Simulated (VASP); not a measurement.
# Sn3Se (I4mm) in VASP: notebook

Runs on Sn3Se. Level: PBEsol. Tasks: single point.

Everything below comes from runs of VASP 6.6.1. Logs are shortened: lines on timing, memory, paths and dates and some standing lists are left out, and cuts for length are marked.

## Step 1: The cell of the first run

The structure is tetragonal, space group I4mm (No. 107). The conventional cell has a = 5.173 Å, b = 5.173 Å, c = 7.316 Å, α = 90.00°, β = 90.00°, γ = 90.00°. Sn (site symmetry 2mm) has 10 Sn at 3.11 to 3.66 Å and 4 Se at 3.17 Å within 4.1 Å. Within 4.1 Å of Sn (site symmetry 4mm) lie 8 Sn at 3.11 to 3.23 Å and 6 Se at 3.56 to 3.76 Å. Se (site symmetry 4mm) has 14 Sn at 3.17 to 3.76 Å within 4.2 Å.

## Step 2: Single point, PBEsol (atom 3 (Sn) moved -0.100 Å along Cartesian [0 0 1])

Contents of INCAR:

```
SYSTEM = Sn3Se
PREC = Accurate
ENCUT = 520
EDIFF = 1E-6
ISMEAR = 0
SIGMA = 0.15
LREAL = .FALSE.
LASPH = .TRUE.
NELM = 100
ALGO = Normal
ISIF = 2
LWAVE = .FALSE.
LCHARG = .FALSE.
GGA = PS
NBANDS = 32
```

Contents of KPOINTS:

```
Automatic mesh
0
G
  12 12 12
  0 0 0
```

Contents of POSCAR:

```
Sn3Se
1.0
    0.0000000000      3.6581854746      3.6581854746
    3.6581854746      0.0000000000      3.6581854746
    3.6581854746      3.6581854746      0.0000000000
Sn Se
3 1
Direct
    0.2500000000      0.2500000000      0.2500000000
    0.7500000000      0.7500000000      0.7500000000
    0.4863320216      0.4863320216      0.5136679784
    0.0000000000      0.0000000000      0.0000000000
```

Potentials or basis: VASP PAW PBE potentials, release 64 (Sn_d, Se).

Started as:

```sh
$ cat potpaw_PBE.64/Sn_d/POTCAR potpaw_PBE.64/Se/POTCAR > POTCAR
$ mpirun -np 1 vasp_std > vasp.out
```

OUTCAR:

```text
SYSTEM = Sn3Se
   PREC = Accurate
   ENCUT = 520
   EDIFF = 1E-6
   ISMEAR = 0
   LREAL = .FALSE.
   LASPH = .TRUE.
   NELM = 100
   ISIF = 2
   GGA = PS

 ion  position               nearest neighbor table
   1  0.250  0.250  0.250-   3 3.11   3 3.11   4 3.17   4 3.17   4 3.17   4 3.17   3 3.23   3 3.23
                             2 3.66   2 3.66   2 3.66   2 3.66   2 3.66   2 3.66
   2  0.750  0.750  0.750-   3 3.11   3 3.11   4 3.17   4 3.17   4 3.17   4 3.17   3 3.23   3 3.23
                             1 3.66   1 3.66   1 3.66   1 3.66   1 3.66   1 3.66
   3  0.486  0.486  0.514-   1 3.11   1 3.11   2 3.11   2 3.11   2 3.23   1 3.23   1 3.23   2 3.23

   4  0.000  0.000  0.000-   2 3.17   2 3.17   2 3.17   1 3.17   2 3.17   1 3.17   1 3.17   1 3.17

  LATTYP: Found a face centered cubic cell.
 ALAT       =     7.3163709492

  Lattice vectors:

 A1 = (   0.0000000000,   3.6581854746,   3.6581854746)
 A2 = (   3.6581854746,   0.0000000000,   3.6581854746)
 A3 = (   3.6581854746,   3.6581854746,   0.0000000000)

Analysis of symmetry for initial positions (statically):
=====================================================================
 Subroutine PRICEL returns:
 Original cell was already a primitive cell.

 Routine SETGRP: Setting up the symmetry group for a
 face centered cubic supercell.

 Subroutine GETGRP returns: Found  8 space group operations
 (whereof  8 operations were pure point group operations)
 out of a pool of 48 trial point group operations.

The static configuration has the point symmetry C_4v.

Analysis of symmetry for dynamics (positions and initial velocities):
=====================================================================
 Subroutine PRICEL returns:
 Original cell was already a primitive cell.

 Routine SETGRP: Setting up the symmetry group for a
 face centered cubic supercell.

 Subroutine GETGRP returns: Found  8 space group operations
 (whereof  8 operations were pure point group operations)
 out of a pool of 48 trial point group operations.

The dynamic configuration has the point symmetry C_4v.

 Subroutine INISYM returns: Found  8 space group operations
 (whereof  8 operations are pure point group operations),
 and found     1 'primitive' translations

----------------------------------------------------------------------------------------

                                     Primitive cell

  volume of cell :      97.9100

  direct lattice vectors                    reciprocal lattice vectors
     0.000000000  3.658185475  3.658185475    -0.136679784  0.136679784  0.136679784
     3.658185475  0.000000000  3.658185475     0.136679784 -0.136679784  0.136679784
     3.658185475  3.658185475  0.000000000     0.136679784  0.136679784 -0.136679784

  length of vectors
     5.173455512  5.173455512  5.173455512     0.236736330  0.236736330  0.236736330

  position of ions in fractional coordinates (direct lattice)
     0.250000000  0.250000000  0.250000000
     0.750000000  0.750000000  0.750000000
     0.486332022  0.486332022  0.513667978
     0.000000000  0.000000000  0.000000000

  ion indices of the primitive-cell ions
   primitive index   ion index
                 1           1
                 2           2
                 3           3
                 4           4

----------------------------------------------------------------------------------------

 KPOINTS: Automatic mesh

Automatic generation of k-mesh.
 Grid dimensions read from file:
 generate k-points for:   12   12   12

 Generating k-lattice:

  Cartesian coordinates                     Fractional coordinates (reciprocal lattice)
    -0.011389982  0.011389982  0.011389982     0.083333333  0.000000000  0.000000000
     0.011389982 -0.011389982  0.011389982     0.000000000  0.083333333  0.000000000
     0.011389982  0.011389982 -0.011389982     0.000000000  0.000000000  0.083333333

  Length of vectors
     0.019728028  0.019728028  0.019728028

  Shift w.r.t. Gamma in fractional coordinates (k-lattice)
     0.000000000  0.000000000  0.000000000

 Subroutine IBZKPT returns following result:
 ===========================================

 Found    163 irreducible k-points:

 Following reciprocal coordinates:
            Coordinates               Weight
  0.000000  0.000000  0.000000      1.000000
  0.083333  0.000000  0.000000      8.000000
  0.166667  0.000000  0.000000      8.000000
  0.250000  0.000000  0.000000      8.000000
  0.333333  0.000000  0.000000      8.000000
  0.416667  0.000000  0.000000      8.000000
[... 16 lines left out ...]
  0.000000 -0.333333  0.083333     16.000000
 -0.250000  0.083333  0.000000      8.000000
 [... further k-points ...]
   k-points           NKPTS =    163   k-points in BZ     NKDIM =    163   number of bands    NBANDS=     32
   number of dos      NEDOS =    301   number of ions     NIONS =      4
   total plane-waves  NPLWV =  64000
   dimension x,y,z NGX =    40 NGY =   40 NGZ =   40
   dimension x,y,z NGXF=    80 NGYF=   80 NGZF=   80
   ions per type =               3   1
   NGX,Y,Z   is equivalent  to a cutoff of  12.85, 12.85, 12.85 a.u.
   NGXF,Y,Z  is equivalent  to a cutoff of  25.71, 25.71, 25.71 a.u.
 SYSTEM =  Sn3Se
   PREC   = accura    normal or accurate (medium, high low for compatibility)
   ISTART =      0    job   : 0-new  1-cont  2-samecut
   ICHARG =      2    charge: 1-file 2-atom 10-const
   ISPIN  =      1    spin polarized calculation?
   LNONCOLLINEAR =      F non collinear calculations
   LSORBIT =      F    spin-orbit coupling
   LASPH  =      T    aspherical Exc in radial PAW
   ENCUT  =  520.0 eV  38.22 Ry    6.18 a.u.   9.62  9.62  9.62*2*pi/ulx,y,z
   NELM   =    100;   NELMIN=  2; NELMDL= -5     # of ELM steps
   EDIFF  = 0.1E-05   stopping-criterion for ELM
   LREAL  =      F    real-space projection
   EDIFFG = 0.1E-04   stopping-criterion for IOM
   NSW    =      0    number of steps for IOM
   IBRION =     -1    ionic relax: 0-MD 1-quasi-New 2-CG
   NFREE  =      0    steps in history (QN), initial steepest desc. (CG)
   ISIF   =      2    stress and relaxation
   ISYM   =      2    0-nonsym 1-usesym 2-fastsym
   POTIM  = 0.5000    time-step for ionic-motion
   TEBEG  =    0.0;   TEEND  =   0.0 temperature during run
   PSTRESS=    0.0 pullay stress
   NELECT =      48.0000    total number of electrons
   NUPDOWN=      -1.0000    fix difference up-down
   EMIN   =  10.00;   EMAX   =-10.00  energy-range for DOS
   EFERMI =   0.00;   METHOD = LEGACY
   ISMEAR =     0;   SIGMA  =   0.15  broadening in eV -4-tet -1-fermi 0-gaus
   EFERMI_NEDOS =   21; number of points for ismear=-14 and -15
   IALGO  =     38    algorithm
   IMIX   =      4    mixing-type and parameters
     AMIX     =   0.40;   BMIX     =  1.00
     AMIX_MAG =   1.60;   BMIX_MAG =  1.00
  volume/ion in A,a.u.               =      24.48       165.18
  Fermi-wavevector in a.u.,A,eV,Ry     =   1.290861  2.439374 22.671693  1.666322
  Thomas-Fermi vector in A             =   2.422667
   LORBIT       =      0    0 simple, 1 ext, 2 COOP (PROOUT), +10 PAW based schemes
   GGA     = PS    functional components
   LHFCALC =     F    Hartree Fock is set to
   AEXX    =    0.0000 exact exchange contribution
   IVDW    =     0    specifies the selected vdW correction
   LEPSILON=     F    determine dielectric tensor
   LRPA    =     F    only Hartree local field effects (RPA)
 non-spin polarized calculation
 Gauss-broadening in eV      SIGMA  =   0.15
  energy-cutoff  :      520.00
  volume of cell :       97.91
 maximum number of plane-waves:      2685
   NGX = 19   NGY = 19   NGZ = 19

 number of electron      47.9999981 magnetization

 Free energy of the ion-electron system (eV)
  ---------------------------------------------------
  ext. energy  EPLUGINS =         0.00000000
  ---------------------------------------------------
  free energy    TOTEN  =       -16.67851077 eV

  energy without entropy =      -16.65072698  energy(sigma->0) =      -16.66461888

 E-fermi :   7.7670     XC(G=0): -10.7191

 val. band max:        7.7638651396   @ k =   0.1667  -0.3333   0.3333
 cond. band min:       7.7835404865   @ k =   0.2500   0.0833  -0.4167
 fundamental gap:      0.0196753470
 Fermi energy:         7.7670021753

 k-point     1 :       0.0000    0.0000    0.0000
  band No.  band energies     occupation
      1     -13.6965      2.00000
      2     -13.6956      2.00000
      3     -13.6551      2.00000
      4     -13.6551      2.00000
      5     -13.6526      2.00000
      6     -13.6507      2.00000
[... 24 lines left out ...]
     31      14.8244      0.00000
     32      14.8311      0.00000

 k-point     2 :       0.0833    0.0000    0.0000
  band No.  band energies     occupation
      1     -13.6939      2.00000
      2     -13.6931      2.00000
      3     -13.6657      2.00000
      4     -13.6593      2.00000
      5     -13.6582      2.00000
      6     -13.6443      2.00000
[... 24 lines left out ...]
     31      14.3503      0.00000
     32      14.7311      0.00000

 k-point     3 :       0.1667    0.0000    0.0000
  band No.  band energies     occupation
      1     -13.6865      2.00000
      2     -13.6861      2.00000
      3     -13.6747      2.00000
      4     -13.6663      2.00000
      5     -13.6660      2.00000
      6     -13.6379      2.00000
[... 24 lines left out ...]
     31      13.2815      0.00000
     32      14.4259      0.00000

 k-point     4 :       0.2500    0.0000    0.0000
  band No.  band energies     occupation
      1     -13.6807      2.00000
      2     -13.6762      2.00000
      3     -13.6738      2.00000
      4     -13.6720      2.00000
      5     -13.6719      2.00000
      6     -13.6328      2.00000
[... 654 lines left out ...]
     31      12.9207      0.00000
     32      14.8905      0.00000

 k-point    23 :       0.0000   -0.3333    0.0833
  band No.  band energies     occupation
      1     -13.6871      2.00000
      2     -13.6801      2.00000
      3     -13.6691      2.00000
      4     -13.6598      2.00000
      5     -13.6475      2.00000
      6     -13.6323      2.00000
[... 24 lines left out ...]
     31      12.9179      0.00000
     32      14.8766      0.00000

 k-point    24 :      -0.2500    0.0833    0.0000
  band No.  band energies     occupation
      1     -13.6867      2.00000
      2     -13.6747      2.00000
      3     -13.6714      2.00000
      4     -13.6709      2.00000
      5     -13.6628      2.00000
      6     -13.6375      2.00000
[... 24 lines left out ...]
     31      13.5432      0.00000
     32      13.8668      0.00000

 [... further k-points ...]

------------------------ aborting loop because EDIFF is reached ----------------------------------------

  FORCE on cell =-STRESS in cart. coord.  units (eV):
  Direction    XX          YY          ZZ          XY          YZ          ZX
  --------------------------------------------------------------------------------------
  -------------------------------------------------------------------------------------
  Total        0.1718109      0.1718109      0.0941864      0.0000000      0.0000000     -0.0000000
  in kB        2.8114747      2.8114747      1.5412445      0.0000000      0.0000000     -0.0000000
  external PRESSURE =       2.3880646 kB  Pullay stress =       0.0000000 kB

 VOLUME and BASIS-vectors are now :
 -----------------------------------------------------------------------------
  energy-cutoff  :      520.00
  volume of cell :       97.91
      direct lattice vectors                 reciprocal lattice vectors
     0.000000000  3.658185475  3.658185475    -0.136679784  0.136679784  0.136679784
     3.658185475  0.000000000  3.658185475     0.136679784 -0.136679784  0.136679784
     3.658185475  3.658185475  0.000000000     0.136679784  0.136679784 -0.136679784

 POSITION                                       TOTAL-FORCE (eV/Angst)
 -----------------------------------------------------------------------------------
      1.82909      1.82909      1.82909         0.000000      0.000000     -0.089293
      5.48728      5.48728      5.48728        -0.000000     -0.000000     -0.089293
      3.65819      3.65819      3.55819         0.000000      0.000000      0.306175
      0.00000      0.00000      0.00000         0.000000      0.000000     -0.127589
 -----------------------------------------------------------------------------------
    total drift:                               -0.000000     -0.000000     -0.000177

  FREE ENERGIE OF THE ION-ELECTRON SYSTEM (eV)
  ---------------------------------------------------
  free  energy   TOTEN  =       -16.6785107745 eV

  energy  without entropy=      -16.6507269767  energy(sigma->0) =      -16.66461888
```

Run time: 4.8 min. Hardware: 1 thread of Intel Xeon 6975P-C (Granite Rapids), shared host; peak memory 0.53 GiB.

Results:

```yaml
Free_energy: -16.6785 eV
Pressure: 0.2 GPa
Largest_force: 0.306 eV/Å
Band_gap_on_the_k_mesh: zero (bands 24 and 25 overlap by 2.38 eV)
```

Forces in eV/Å, atoms in the order of the input:
```
Sn   0.000  0.000 -0.089
Sn   0.000  0.000 -0.089
Sn   0.000  0.000  0.306
Se   0.000  0.000 -0.128
```

Levels at points of the mesh, in eV from the Fermi level:
| k point | band 20 | band 21 | band 22 | band 23 | band 24 | band 25 | band 26 | band 27 | band 28 | band 29 |
| --- | --- | --- | --- | --- | --- | --- | --- | --- | --- | --- |
| (0.00, 0.00, 0.00) | -3.06 | -3.06 | -2.55 | -1.50 | -1.50 | -1.44 | -0.59 | -0.55 | -0.55 | 4.02 |
| (0.50, 0.00, 0.00) | -3.61 | -3.60 | -2.34 | -2.32 | -0.77 | 0.50 | 2.21 | 2.21 | 3.58 | 3.60 |
| (0.50, 0.50, 0.00) | -5.15 | -5.15 | -0.21 | 0.51 | 0.51 | 1.16 | 2.88 | 2.88 | 3.54 | 4.38 |
| (0.00, 0.50, 0.50) | -5.13 | -5.13 | -0.21 | 0.52 | 0.53 | 1.16 | 2.83 | 2.87 | 3.60 | 4.38 |

Caveat: the cell differs from its parent crystal (atom 3 (Sn) moved -0.100 Å along Cartesian [0 0 1]); the PAW data sets were made with another functional, which shifts forces and pressure a little; spin-orbit coupling is left out, which moves the levels of the heavy elements.

## Step 3: Single point, PBEsol (atom 3 (Sn) moved +0.067 Å along Cartesian [0 0 1])

Contents of INCAR:

```
ALGO = Normal
EDIFF = 1E-6
ENCUT = 520
GGA = PS
ISIF = 2
ISMEAR = 0
LASPH = T
LCHARG = F
LREAL = F
LWAVE = F
NBANDS = 32
NELM = 80
PREC = Accurate
SIGMA = 0.15
```

Contents of KPOINTS:

```
k-points
0
Gamma
  12 12 12
```

POSCAR: that of step 2 with these lines changed.

```diff
@@ -10,3 +10,3 @@
     0.7500000000      0.7500000000      0.7500000000
-    0.4863320216      0.4863320216      0.5136679784
+    0.5091165416      0.5091165416      0.4908834584
     0.0000000000      0.0000000000      0.0000000000
```

Potentials or basis: VASP PAW PBE potentials, release 64 (Sn_d, Se).

Started as:

```sh
$ cat potpaw_PBE.64/Sn_d/POTCAR potpaw_PBE.64/Se/POTCAR > POTCAR
$ mpirun -np 1 vasp_std > vasp.out
```

Run time: 4.1 min. Hardware: 1 thread of Intel Xeon 6975P-C (Granite Rapids), shared host; peak memory 0.54 GiB.

It converged, with:

| Quantity | Value |
| --- | --- |
| Free energy | -16.6870 eV |
| Pressure | 0.2 GPa |
| Largest force | 0.205 eV/Å |
| Band gap on the k mesh | zero (bands 24 and 25 overlap by 2.38 eV) |

Forces in eV/Å, atoms in the order of the input:
```
Sn   0.000  0.000  0.060
Sn   0.000  0.000  0.060
Sn   0.000  0.000 -0.205
Se   0.000  0.000  0.085
```

Levels at points of the mesh, in eV from the Fermi level:
```tsv
k point	band 20	band 21	band 22	band 23	band 24	band 25	band 26	band 27	band 28	band 29
(0.00, 0.00, 0.00)	-3.06	-3.06	-2.55	-1.47	-1.47	-1.44	-0.60	-0.58	-0.58	4.03
(0.50, 0.00, 0.00)	-3.60	-3.60	-2.34	-2.33	-0.77	0.50	2.21	2.22	3.58	3.59
(0.50, 0.50, 0.00)	-5.14	-5.14	-0.21	0.52	0.52	1.16	2.88	2.88	3.54	4.38
(0.00, 0.50, 0.50)	-5.14	-5.14	-0.21	0.52	0.52	1.16	2.86	2.88	3.57	4.38
```

Caveat: the cell differs from its parent crystal (atom 3 (Sn) moved +0.067 Å along Cartesian [0 0 1]); the PAW data sets were made with another functional, which shifts forces and pressure a little; spin-orbit coupling is left out, which moves the levels of the heavy elements.

## Step 4: Single point, PBEsol (atom 3 (Sn) moved -0.033 Å along Cartesian [0 0 1])

Contents of INCAR:

```
SYSTEM = Sn3Se
PREC = Accurate
ENCUT = 520
EDIFF = 1E-6
ISMEAR = 0
SIGMA = 0.15
LREAL = .False.
LASPH = .True.
NELM = 60
ALGO = Normal
ISIF = 2
LWAVE = .False.
LCHARG = .False.
GGA = PS
NBANDS = 32
```

Contents of KPOINTS:

```
Automatic mesh
0
Gamma
  12 12 12
  0 0 0
```

POSCAR: that of step 3 with these lines changed.

```diff
@@ -10,3 +10,3 @@
     0.7500000000      0.7500000000      0.7500000000
-    0.5091165416      0.5091165416      0.4908834584
+    0.4954485632      0.4954485632      0.5045514368
     0.0000000000      0.0000000000      0.0000000000
```

Started as:

```sh
$ cat potpaw_PBE.64/Sn_d/POTCAR potpaw_PBE.64/Se/POTCAR > POTCAR
$ mpirun -np 1 vasp_std > vasp.out
```

It took 4.5 min on 1 thread of Intel Xeon 6975P-C (Granite Rapids), shared host; peak memory 0.54 GiB.

Results (log left out):

```yaml
Free_energy: -16.6922 eV
Pressure: 0.1 GPa
Largest_force: 0.103 eV/Å
Band_gap_on_the_k_mesh: zero (bands 24 and 25 overlap by 2.38 eV)
```

Forces on the atoms (eV/Å):
```
Sn   0.000  0.000 -0.030
Sn   0.000  0.000 -0.030
Sn   0.000  0.000  0.103
Se   0.000  0.000 -0.043
```

Levels at points of the mesh, in eV from the Fermi level:
```csv
k point,band 21,band 22,band 23,band 24,band 25,band 26,band 27,band 28
"(0.00, 0.00, 0.00)",-3.06,-2.56,-1.45,-1.45,-1.44,-0.61,-0.60,-0.60
"(0.50, 0.00, 0.00)",-3.59,-2.34,-2.33,-0.76,0.50,2.22,2.22,3.58
"(0.50, 0.50, 0.00)",-5.14,-0.21,0.52,0.52,1.16,2.88,2.88,3.54
"(0.00, 0.50, 0.50)",-5.14,-0.21,0.52,0.52,1.17,2.87,2.88,3.55
```

Caveat: the cell differs from its parent crystal (atom 3 (Sn) moved -0.033 Å along Cartesian [0 0 1]); the PAW data sets were made with another functional, which shifts forces and pressure a little; spin-orbit coupling is left out, which moves the levels of the heavy elements.

## Step 5: Overview

```tsv
cell	gap on the mesh (eV)	pressure (GPa)	largest force (eV/Å)
as given, atomic positions A	none	0.2	0.31
as given, atomic positions B	none	0.2	0.21
as given, atomic positions C	none	0.1	0.10
```

Alike in all rows: task single point; level PBEsol; potentials or basis VASP PAW PBE potentials, release 64 (Sn_d, Se); no spin polarisation; k mesh 12 × 12 × 12; cutoff (eV) 520; smearing gaussian 0.15 eV.

Caveats: the PAW data sets were made with another functional, which shifts forces and pressure a little; spin-orbit coupling is left out, which moves the levels of the heavy elements.

Absolute energies hang on the potentials; compare differences alone.
